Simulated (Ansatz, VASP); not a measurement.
# KTaO3: VASP beside Ansatz

INCAR

```
PREC = Accurate
ENCUT = 600
EDIFF = 1E-6
ISMEAR = -1
SIGMA = 0.05
LREAL = F
LASPH = T
NELM = 120
ALGO = Normal
ISIF = 2
LWAVE = F
LCHARG = F
GGA = PS
NBANDS = 28
GGA_COMPAT = F
```

The input KPOINTS:

```
Automatic mesh
0
Gamma
  6 6 6
```

File POSCAR:

```
KTaO3
1.0
    4.0680660000      0.0000000000      0.0000000000
    0.0000000000      4.0680660000      0.0000000000
    0.0000000000      0.0000000000      3.9883000000
Ta K O
1 1 3
Direct
    0.0000000000      0.0000000000      0.0000000000
    0.5000000000      0.5000000000      0.5000000000
    0.0000000000      0.0000000000      0.5000000000
    0.0000000000      0.5000000000      0.0000000000
    0.5000000000      0.0000000000      0.0000000000
```

The input input.yaml:

```yaml
crystal:
  lattice:
    - [4.068066, 0.0, 0.0]
    - [0.0, 4.068066, 0.0]
    - [0.0, 0.0, 3.9883]
  atoms:
    - { symbol: Ta, position: [0.0, 0.0, 0.0] }
    - { symbol: K, position: [0.5, 0.5, 0.5] }
    - { symbol: O, position: [0.0, 0.0, 0.5] }
    - { symbol: O, position: [0.0, 0.5, 0.0] }
    - { symbol: O, position: [0.5, 0.0, 0.0] }
hamiltonian:
  xc: pbesol
  pseudopotentials: { kind: paw }
kpoints:
  mp_grid: { grid: [6, 6, 6] }
  band_path:
    path:
      - [[0.0, 0.0, 0.0], [0.0, 0.5, 0.0], [0.5, 0.5, 0.0], [0.0, 0.0, 0.0], [0.0, 0.0, 0.5], [0.0, 0.5, 0.5], [0.5, 0.5, 0.5], [0.0, 0.0, 0.5]]
      - [[0.0, 0.5, 0.0], [0.0, 0.5, 0.5]]
      - [[0.5, 0.5, 0.0], [0.5, 0.5, 0.5]]
    npoints: 14
scf:
  occupations: { method: fermi_dirac, width: 0.05 }
  n_extra_bands: 12
output:
  forces: true
  stress: true
  eigenvalues: true
  fatbands: false
```

Alike in both runs: functional PBEsol; k mesh 6 × 6 × 6; occupations fermi-dirac, width 0.05 eV; no spin polarisation.

|  | VASP | Ansatz |
| --- | --- | --- |
| version | VASP 6.6.1 | Ansatz 0.2.0 |
| potentials or method | VASP PAW PBE potentials, release 64 (Ta_sv_GW, K_sv, O) | Ansatz PAW |
| plane-wave cutoff (eV) | 600 | 420 |
| valence electrons in the cell | 40 | 40 |
| task | single point | band structure |

Ansatz gave:

```
gap on the k mesh at the Fermi level (eV)                     : 2.01
least direct gap on the mesh (eV)                             : 2.64
pressure (GPa)                                                : -7.6
traceless stress, the component that is largest in VASP (GPa) : 4.29
```

Question: Which values does VASP return?

Answer: gap on the k mesh at the Fermi level (eV): 2.00; least direct gap on the mesh (eV): 2.64; pressure (GPa): -7.5; traceless stress, the component that is largest in VASP (GPa): 4.33.

VASP's potentials were made for PBE, not for PBEsol.

Neither program's run includes spin-orbit coupling.
